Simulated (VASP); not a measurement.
Set up this calculation in VASP 6.6.1, as the native input.

* Task: single point
* Functional: PBE
* Potentials or basis: VASP PAW PBE potentials, release 64 (Mg, O)
* Cutoff: 600 eV
* k mesh: 2 × 2 × 2
* Occupations: fermi-dirac, width 0.1 eV
* Spin: no spin polarisation
* Dipole correction: no
* Further INCAR settings: ALGO = Normal; EDIFF = 1e-06; NBANDS = 26

The structure of MgO lies in POSCAR:

```
MgO
1.0
    4.2542986000      0.0000000000      0.0000000000
    0.0000000000      4.2542986000      0.0000000000
    0.0000000000      0.0000000000      4.2542986000
Mg O
4 4
Direct
    0.5000000000      0.5000000000      0.0000000000
    0.0000000000      0.0000000000      0.0000000000
    0.5000000000      0.0000000000      0.5000000000
    0.0000000000      0.5000000000      0.5000000000
    0.5000000000      0.0000000000      0.0000000000
    0.0000000000      0.5000000000      0.0000000000
    0.5000000000      0.5000000000      0.5000000000
    0.0000000000      0.0000000000      0.5000000000
```

These files were run (other wordings do the same):

INCAR

```
ALGO = Normal ; EDIFF = 1E-6
ENCUT = 600 ; GGA = PE
GGA_COMPAT = F ; ISIF = 2
ISMEAR = -1 ; LASPH = T
LCHARG = F ; LREAL = F
LWAVE = F ; NBANDS = 26
NELM = 120 ; PREC = Accurate
SIGMA = 0.1
```

KPOINTS

```
k-points
0
Gamma
  2 2 2
```

Potentials or basis: VASP PAW PBE potentials, release 64 (Mg, O).

Run with:

```console
$ cat potpaw_PBE.64/Mg/POTCAR potpaw_PBE.64/O/POTCAR > POTCAR
$ mpirun -np 1 vasp_std > vasp.out
```

It gave:

```
Pressure               : -1.0 GPa
Band gap on the k mesh : 4.43 eV
```

Caveat: the k points lie up to 0.74 Å⁻¹ apart.

Wall time 34 s on 1 thread of AMD EPYC 7R13, with other jobs on the host, peak memory 0.17 GiB.
